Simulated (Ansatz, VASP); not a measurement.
**C: VASP beside Ansatz**

```
C
1.0
     2.45766    0.00000    0.00000
    -1.22883    2.12839    0.00000
     0.00000    0.00000    3.52948
C
2
Direct
  0.33333 0.66667 0.00000
  0.66667 0.33333 0.00000
```

Alike in both runs: functional PBEsol; dispersion D3(BJ); k mesh 21 × 21 × 6; occupations gaussian, width 0.1 eV; no spin polarisation.

Ansatz relaxed the structure, and its values are those at the end. VASP's run is a single point on that final structure, the one shown.

|  | VASP | Ansatz |
| --- | --- | --- |
| version | VASP 6.6.1 | Ansatz 0.2.0 |
| potentials or method | VASP PAW PBE potentials, release 64 (C), cutoff 600 eV | scalar-relativistic, plane waves, PAW |
| valence electrons in the cell | 8 | 8 |

Ansatz gave:

| Quantity | Value |
| --- | --- |
| gap on the k mesh at the Fermi level (eV) | none |
| pressure (GPa) | 0.0 |

Problem. What did VASP give for the same quantities?

Solution. gap on the k mesh at the Fermi level (eV): none; pressure (GPa): 0.3.

VASP's potentials were made for PBE, not for PBEsol, and Ansatz warns of the same on its side. A gap of «none» marks a metal or a gap that the smearing closes.
